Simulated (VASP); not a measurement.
In8BAs8Cl3, 20 atoms in the cell. The cell holds a slab with vacuum, 20 atoms: a = 8.637 Å, b = 6.107 Å, c = 19.478 Å, α = 90.00°, β = 90.00°, γ = 90.00°. 

| Item | Value |
| --- | --- |
| Program | VASP 6.6.1 |
| Task | single point |
| Functional | PBE |
| Potentials or basis | VASP PAW PBE potentials, release 64 (In_d, As, B, Cl) |
| Cutoff | 520 eV |
| k mesh | 1 × 2 × 1 |
| Occupations | fermi-dirac, width 0.1 eV |
| Spin | no spin polarisation |
| Dipole correction | no |
| Further INCAR settings | LREAL = Auto; ALGO = Normal; EDIFF = 1e-06; NBANDS = 100 |

Potentials or basis: VASP PAW PBE potentials, release 64 (In_d, As, B, Cl).

The run is started by

```bash
$ cat potpaw_PBE.64/In_d/POTCAR potpaw_PBE.64/As/POTCAR potpaw_PBE.64/B/POTCAR potpaw_PBE.64/Cl/POTCAR > POTCAR
$ mpirun -np 1 vasp_std > vasp.out
```

Hardware: 1 thread of Intel(R) Xeon(R) Platinum 8259CL CPU @ 2.50GHz (Skylake/Cascade Lake), on a shared host.

**Question.** How long does it take, and how much memory?

**Answer.** Run time: 8.7 min on 1 thread of Intel(R) Xeon(R) Platinum 8259CL CPU @ 2.50GHz (Skylake/Cascade Lake), on a shared host, peak memory 0.95 GiB. Counts: scf iterations 24, k points 2.
